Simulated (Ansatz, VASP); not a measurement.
## AlCo in VASP and in Ansatz

```
Al Co
1.0
     2.81940    0.00000    0.00000
     0.00000    2.81940    0.00000
     0.00000    0.00000    2.81940
Al Co
1 1
Direct
  0.00000 0.00000 0.00000
  0.57980 0.50000 0.50000
```

Change from the starting cell: all Co atoms moved +0.225 Å, as atom 2 along Cartesian [1 0 0].

Alike in both runs: task single point; functional PBE; k mesh 16 × 16 × 16; occupations gaussian, width 0.15 eV; collinear spin.

```csv
,VASP,Ansatz
version,VASP 6.6.1,Ansatz 0.2.0
potentials or method,"VASP PAW PBE potentials, release 64 (Al, Co), cutoff 520 eV","scalar-relativistic, plane waves, PAW"
valence electrons in the cell,12,20
```

Ansatz gave:

| Property | Result |
| --- | --- |
| gap on the k mesh at the Fermi level (eV) | none |
| pressure (GPa) | 10.8 |
| traceless stress, the component that is largest in VASP (GPa) | -2.40 |
| rms of the force components (eV/Å) | 1.059 |
| net moment per atom (μB) | 0.00 |

Question: What did VASP give for the same quantities?

Answer: gap on the k mesh at the Fermi level (eV): none; pressure (GPa): 10.8; traceless stress, the component that is largest in VASP (GPa): -2.44; rms of the force components (eV/Å): 1.061; net moment per atom (μB): 0.00.

Atom by atom the forces differ by 0.003 eV/Å (rms over components). A gap of «none» marks a metal or a gap that the smearing closes. The functional is the same, so the differences come from potentials, cutoffs and numerics. VASP's potentials hold 12 valence electrons a cell and Ansatz's 20, so a difference there can come from the potentials and not from the codes. Ansatz's warnings: seeded moment not kept.
